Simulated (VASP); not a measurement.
# SnSe2 (1T): single point with PBE

Crystal: SnSe2 (1T).

```
Sn Se
1.0
     3.87142    0.00000    0.00000
    -1.93571    3.35275    0.00000
     0.00000    0.00000    7.00582
Sn Se
1 2
Direct
  0.00000 0.00000 0.00000
  0.33333 0.66667 0.22762
  0.66667 0.33333 0.77238
```

| Item | Value |
| --- | --- |
| Program | VASP 6.6.1 |
| Task | single point |
| Functional | PBE |
| Potentials or basis | VASP PAW PBE potentials, release 64 (Sn_d, Se) |
| Cutoff | 520 eV |
| k mesh | 15 × 15 × 9 |
| Occupations | gaussian, width 0.03 eV |
| Spin | no spin polarisation |

| Property | Result |
| --- | --- |
| Pressure | 0.1 GPa |
| Largest force | 0.014 eV/Å |
| Band gap on the k mesh | 0.70 eV, indirect (least direct gap 1.08 eV) |

Forces in eV/Å, atoms in the order of the input:
```
Sn   0.000  0.000  0.000
Se   0.000  0.000  0.014
Se   0.000  0.000 -0.014
```

Levels at points of the mesh, in eV from the valence-band top:
```csv
k point,band 9,band 10,band 11,band 12,band 13,band 14,band 15,band 16,band 17,band 18
"(0.00, 0.00, 0.00)",-0.54,-0.48,-0.48,-0.13,-0.13,1.08,3.07,4.57,4.57,7.16
```

Wall time 5.5 min on 1 thread of Intel(R) Xeon(R) Platinum 8259CL CPU @ 2.50GHz (Skylake/Cascade Lake), on a shared host, peak memory 0.48 GiB.

Caveat: spin-orbit coupling is left out, which moves the levels of the heavy elements; this functional lacks dispersion, which binds the layers, so the pressure and a relaxed spacing across them are unreliable. A k mesh can miss the band edges.
